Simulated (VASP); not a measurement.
Write the native input for VASP 6.6.1 that does the following.

* Task: relaxation of cell and atoms
* Functional: PBE
* Potentials or basis: VASP PAW PBE potentials, release 64 (In_d, Se)
* Cutoff: 600 eV
* k mesh: 16 × 16 × 14
* Occupations: gaussian, width 0.1 eV
* Spin: no spin polarisation
* Dipole correction: no
* Further INCAR settings: ALGO = Normal; EDIFF = 1e-06; IBRION = 2; EDIFFG = -0.01; NSW = 100; ISIF = 3

The structure of InSe lies in POSCAR:

```
InSe
1.0
    3.3573163500      0.0000000000      0.0000000000
    0.0000000000      3.3573163500      0.0000000000
    0.0000000000      0.0000000000      4.2181162700
In Se
1 1
Direct
    0.5000000000      0.5000000000      0.5000000000
    0.0000000000      0.0000000000      0.0000000000
```

One way to write it, as run:

INCAR

```
SYSTEM = InSe
PREC = Accurate ; ENCUT = 600
EDIFF = 1E-6 ; ISMEAR = 0
SIGMA = 0.1 ; LREAL = .FALSE.
LASPH = .TRUE. ; NELM = 100
ALGO = Normal ; ISIF = 3
LWAVE = .FALSE. ; LCHARG = .FALSE.
GGA = PE ; IBRION = 2
NSW = 100 ; EDIFFG = -0.01
```

KPOINTS

```
Automatic mesh
0
G
  16 16 14
  0 0 0
```

Potentials or basis: VASP PAW PBE potentials, release 64 (In_d, Se).

Run with:

```sh
$ cat potpaw_PBE.64/In_d/POTCAR potpaw_PBE.64/Se/POTCAR > POTCAR
$ mpirun -np 1 vasp_std > vasp.out
```

It gave:

The relaxed volume is 23.96 Å³/atom and the relaxed cell is a = 3.633 Å, b = 3.633 Å, c = 3.631 Å, α = 90.00°, β = 90.00°, γ = 90.00°. The space group after relaxing (to 0.05 Å) is Pm-3m (No. 221), the energy gained by relaxing is 175.1 meV/atom and the ionic steps are 13. The pressure after relaxing is 0.0 GPa.

Run time: 12 min on 1 thread of Intel(R) Xeon(R) Platinum 8488C (Sapphire Rapids) (shared host), peak memory 0.45 GiB.
